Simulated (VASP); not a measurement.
# Ag (Fm-3m) in VASP: notebook

Ag is run at these levels: PBE; tasks: single point.

Everything below comes from runs of VASP 6.6.1. Logs are shortened: lines on timing, memory, paths and dates and some standing lists are left out, and cuts for length are marked.

### Step 1. The cell of the first run

The structure is cubic, space group Fm-3m (No. 225). Conventional cell: a = 4.086 Å, b = 4.086 Å, c = 4.086 Å, α = 90.00°, β = 90.00°, γ = 90.00°. Ag (site symmetry m-3m) has 12 Ag at 2.89 Å within 3.8 Å.

### Step 2. Single point, PBE

INCAR reads:

```
PREC = Accurate ; ENCUT = 520
EDIFF = 1E-6 ; ISMEAR = 0
SIGMA = 0.15 ; LREAL = False
LASPH = True ; NELM = 100
ALGO = Normal ; ISIF = 2
LWAVE = False ; LCHARG = False
GGA = PE ; NBANDS = 12
```

KPOINTS reads:

```
regular mesh
0
Gamma
  20 20 20
```

POSCAR reads:

```
Ag
1.0
    0.0000000000      2.0431000000      2.0431000000
    2.0431000000      0.0000000000      2.0431000000
    2.0431000000      2.0431000000      0.0000000000
Ag
1
Direct
    0.0000000000      0.0000000000      0.0000000000
```

Potentials or basis: VASP PAW PBE potentials, release 64 (Ag).

On the command line:

```
$ cat potpaw_PBE.64/Ag/POTCAR > POTCAR
$ mpirun -np 1 vasp_std > vasp.out
```

OUTCAR:

```text
PREC = Accurate
   ENCUT = 520
   EDIFF = 1E-6
   ISMEAR = 0
   LREAL = False
   LASPH = True
   NELM = 100
   ISIF = 2
   GGA = PE

 ion  position               nearest neighbor table
   1  0.000  0.000  0.000-

  LATTYP: Found a face centered cubic cell.
 ALAT       =     4.0862000000

  Lattice vectors:

 A1 = (   0.0000000000,   2.0431000000,   2.0431000000)
 A2 = (   2.0431000000,   0.0000000000,   2.0431000000)
 A3 = (   2.0431000000,   2.0431000000,   0.0000000000)

Analysis of symmetry for initial positions (statically):
=====================================================================
 Subroutine PRICEL returns:
 Original cell was already a primitive cell.

 Routine SETGRP: Setting up the symmetry group for a
 face centered cubic supercell.

 Subroutine GETGRP returns: Found 48 space group operations
 (whereof 48 operations were pure point group operations)
 out of a pool of 48 trial point group operations.

The static configuration has the point symmetry O_h .

Analysis of symmetry for dynamics (positions and initial velocities):
=====================================================================
 Subroutine PRICEL returns:
 Original cell was already a primitive cell.

 Routine SETGRP: Setting up the symmetry group for a
 face centered cubic supercell.

 Subroutine GETGRP returns: Found 48 space group operations
 (whereof 48 operations were pure point group operations)
 out of a pool of 48 trial point group operations.

The dynamic configuration has the point symmetry O_h .

 Subroutine INISYM returns: Found 48 space group operations
 (whereof 48 operations are pure point group operations),
 and found     1 'primitive' translations

----------------------------------------------------------------------------------------

                                     Primitive cell

  volume of cell :      17.0569

  direct lattice vectors                    reciprocal lattice vectors
     0.000000000  2.043100000  2.043100000    -0.244726151  0.244726151  0.244726151
     2.043100000  0.000000000  2.043100000     0.244726151 -0.244726151  0.244726151
     2.043100000  2.043100000  0.000000000     0.244726151  0.244726151 -0.244726151

  length of vectors
     2.889379729  2.889379729  2.889379729     0.423878128  0.423878128  0.423878128

  position of ions in fractional coordinates (direct lattice)
     0.000000000  0.000000000  0.000000000

  ion indices of the primitive-cell ions
   primitive index   ion index
                 1           1

[... 76 lines left out ...]
   NFREE  =      0    steps in history (QN), initial steepest desc. (CG)
   ISIF   =      2    stress and relaxation
   ISYM   =      2    0-nonsym 1-usesym 2-fastsym
   POTIM  = 0.5000    time-step for ionic-motion
   TEBEG  =    0.0;   TEEND  =   0.0 temperature during run
   PSTRESS=    0.0 pullay stress
   NELECT =      11.0000    total number of electrons
   NUPDOWN=      -1.0000    fix difference up-down
   EMIN   =  10.00;   EMAX   =-10.00  energy-range for DOS
   EFERMI =   0.00;   METHOD = LEGACY
   ISMEAR =     0;   SIGMA  =   0.15  broadening in eV -4-tet -1-fermi 0-gaus
   EFERMI_NEDOS =   21; number of points for ismear=-14 and -15
   IALGO  =     38    algorithm
   IMIX   =      4    mixing-type and parameters
     AMIX     =   0.40;   BMIX     =  1.00
     AMIX_MAG =   1.60;   BMIX_MAG =  1.00
  volume/ion in A,a.u.               =      17.06       115.11
  Fermi-wavevector in a.u.,A,eV,Ry     =   1.414402  2.672832 27.218893  2.000532
  Thomas-Fermi vector in A             =   2.535948
   LORBIT       =      0    0 simple, 1 ext, 2 COOP (PROOUT), +10 PAW based schemes
   GGA     = PE    functional components
   LHFCALC =     F    Hartree Fock is set to
   AEXX    =    0.0000 exact exchange contribution
   IVDW    =     0    specifies the selected vdW correction
   LEPSILON=     F    determine dielectric tensor
   LRPA    =     F    only Hartree local field effects (RPA)
 non-spin polarized calculation
 Gauss-broadening in eV      SIGMA  =   0.15
  energy-cutoff  :      520.00
  volume of cell :       17.06
 maximum number of plane-waves:       477
 NGX is ok and might be reduce to    24
   NGX = 11   NGY = 11   NGZ = 11

 number of electron      10.9999999 magnetization

 Free energy of the ion-electron system (eV)
  ---------------------------------------------------
  ext. energy  EPLUGINS =         0.00000000
  ---------------------------------------------------
  free energy    TOTEN  =        -2.71081505 eV

  energy without entropy =       -2.70856124  energy(sigma->0) =       -2.70968814

 E-fermi :   8.4338     XC(G=0): -12.2074

 val. band max:        8.3795629281   @ k =   0.5000   0.3500   0.1500
 cond. band min:       8.4809445764   @ k =   0.5000   0.3000   0.1000
 fundamental gap:      0.1013816483
 Fermi energy:         8.4337649540

 k-point     1 :       0.0000    0.0000    0.0000
  band No.  band energies     occupation
      1       0.6600      2.00000
      2       3.6203      2.00000
      3       3.6203      2.00000
      4       3.6203      2.00000
      5       4.6536      2.00000
      6       4.6536      2.00000
      7      24.4489      0.00000
      8      28.0251      0.00000
      9      28.0251      0.00000
     10      28.0251      0.00000
     11      32.8303      0.00000
     12      33.9694      0.00000
[... 331 lines left out ...]
 k-point    24 :      -0.3500    0.0500    0.0000
  band No.  band energies     occupation
      1       2.1717      2.00000
      2       3.6741      2.00000
      3       3.7148      2.00000
      4       4.9743      2.00000
      5       5.0973      2.00000
      6       6.1166      2.00000
      7      15.2406      0.00000
      8      24.0057      0.00000
      9      25.9923      0.00000
     10      27.5867      0.00000
     11      31.1313      0.00000
     12      31.4108      0.00000

 [... further k-points ...]
[... 5 lines left out ...]
  --------------------------------------------------------------------------------------
  -------------------------------------------------------------------------------------
  Total        0.4794975      0.4794975      0.4794975      0.0000000      0.0000000      0.0000000
  in kB       45.0399697     45.0399697     45.0399697      0.0000000      0.0000000      0.0000000
  external PRESSURE =      45.0399697 kB  Pullay stress =       0.0000000 kB

 VOLUME and BASIS-vectors are now :
 -----------------------------------------------------------------------------
  energy-cutoff  :      520.00
  volume of cell :       17.06
      direct lattice vectors                 reciprocal lattice vectors
     0.000000000  2.043100000  2.043100000    -0.244726151  0.244726151  0.244726151
     2.043100000  0.000000000  2.043100000     0.244726151 -0.244726151  0.244726151
     2.043100000  2.043100000  0.000000000     0.244726151  0.244726151 -0.244726151

 POSITION                                       TOTAL-FORCE (eV/Angst)
 -----------------------------------------------------------------------------------
      0.00000      0.00000      0.00000        -0.000000      0.000000     -0.000000
 -----------------------------------------------------------------------------------
    total drift:                                0.000000      0.000000     -0.000000

  FREE ENERGIE OF THE ION-ELECTRON SYSTEM (eV)
  ---------------------------------------------------
  free  energy   TOTEN  =        -2.7108150522 eV

  energy  without entropy=       -2.7085612366  energy(sigma->0) =       -2.70968814
```

OSZICAR:

```text
N       E                     dE             d eps       ncg     rms          rms(c)
DAV:   1     0.520695475731E+02    0.52070E+02   -0.55546E+03  6232   0.831E+02
DAV:   2    -0.214792319041E+01   -0.54217E+02   -0.51325E+02  7064   0.194E+02
DAV:   3    -0.296328488324E+01   -0.81536E+00   -0.81375E+00  7292   0.251E+01
DAV:   4    -0.296582156160E+01   -0.25367E-02   -0.25366E-02  7068   0.146E+00
DAV:   5    -0.296584170798E+01   -0.20146E-04   -0.20146E-04  7372   0.116E-01    0.523E+00
DAV:   6    -0.272207765286E+01    0.24376E+00   -0.94931E-01  6668   0.874E+00    0.338E+00
DAV:   7    -0.271373824840E+01    0.83394E-02   -0.10416E-02  7196   0.961E-01    0.190E+00
DAV:   8    -0.271080358279E+01    0.29347E-02   -0.69606E-04  6912   0.195E-01    0.928E-02
DAV:   9    -0.271081014899E+01   -0.65662E-05   -0.91910E-06  7176   0.233E-02    0.263E-02
DAV:  10    -0.271081551428E+01   -0.53653E-05   -0.41856E-06  7000   0.192E-02    0.578E-03
DAV:  11    -0.271081505216E+01    0.46212E-06   -0.95332E-08  3772   0.263E-03
   1 F= -.27108151E+01 E0= -.27096881E+01  d E =-.225382E-02
```

It took 13 s on 1 thread of Intel Xeon 6975P-C (Granite Rapids), shared host; peak memory 0.17 GiB.

Results:

```yaml
Free_energy: -2.7108 eV
Pressure: 4.5 GPa
```

Levels at points of the mesh, in eV from the Fermi level:
| k point | band 2 | band 3 | band 4 | band 5 | band 6 | band 7 | band 8 | band 9 | band 10 | band 11 |
| --- | --- | --- | --- | --- | --- | --- | --- | --- | --- | --- |
| (0.00, 0.00, 0.00) | -4.81 | -4.81 | -4.81 | -3.78 | -3.78 | 16.02 | 19.59 | 19.59 | 19.59 | 24.40 |
| (0.50, 0.00, 0.00) | -4.84 | -4.84 | -2.99 | -2.99 | -0.41 | 3.59 | 15.25 | 17.86 | 17.86 | 22.84 |
| (0.50, 0.50, 0.00) | -6.31 | -3.02 | -2.78 | -2.78 | 1.60 | 6.73 | 10.65 | 10.65 | 17.17 | 17.24 |

(Continued in part 2 of 2.)
